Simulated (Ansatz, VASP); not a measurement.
**Sn: VASP beside Ansatz**

Contents of INCAR:

```
PREC     = Accurate       # precision mode
ENCUT    = 520            # plane-wave cutoff, eV
EDIFF    = 1E-6           # SCF threshold, eV
ISMEAR   = 0              # smearing method
SIGMA    = 0.15           # smearing width, eV
LREAL    = F              # projectors in reciprocal space
LASPH    = T              # aspherical terms in the spheres
NELM     = 80             # most SCF steps
ALGO     = Fast           # electronic algorithm
ISIF     = 2              # what is computed and relaxed
LWAVE    = F              # write WAVECAR
LCHARG   = F              # write CHGCAR
GGA      = PS             # functional
NBANDS   = 13             # bands
```

File KPOINTS:

```
Automatic mesh
0
Gamma
  20 20 20
```

Contents of POSCAR:

```
Sn
1.0
   -1.8128659500      1.8643243500      2.3383420000
    1.8128659500     -1.8643243500      2.3383420000
    1.8128659500      1.8643243500     -2.3383420000
Sn
1
Direct
    0.0000000000      0.0000000000      0.0000000000
```

Input for Ansatz:

```yaml
crystal:
  lattice:
    - [-1.81286595, 1.86432435, 2.338342]
    - [1.81286595, -1.86432435, 2.338342]
    - [1.81286595, 1.86432435, -2.338342]
  atoms:
    - { symbol: Sn, position: [0.0, 0.0, 0.0] }
basis:
  ecutwfc: 420
kpoints:
  mp_grid: { grid: [20, 20, 20] }
hamiltonian:
  xc: pbesol
scf:
  occupations: { method: gaussian, width: 0.15 }
output:
  forces: true
  stress: true
  eigenvalues: true
```

Change from the starting cell: strain +0.050 along x and y, +0.000 along z, atoms carried along.

Alike in both runs: task single point; functional PBEsol; k mesh 20 × 20 × 20; occupations gaussian, width 0.15 eV; no spin polarisation.

|  | VASP | Ansatz |
| --- | --- | --- |
| version | VASP 6.6.1 | Ansatz 0.2.0 |
| potentials or method | VASP PAW PBE potentials, release 64 (Sn_d), cutoff 520 eV | scalar-relativistic, plane waves, PAW |
| valence electrons in the cell | 14 | 14 |

```tsv
	VASP	Ansatz	Ansatz less VASP
gap on the k mesh at the Fermi level (eV)	none	none	-
pressure (GPa)	-6.5	-6.5	-0.03
traceless stress, the component that is largest in VASP (GPa)	-0.29	-0.29	+0.004
```

VASP's potentials were made for PBE, not for PBEsol. A gap of «none» marks a metal or a gap that the smearing closes.
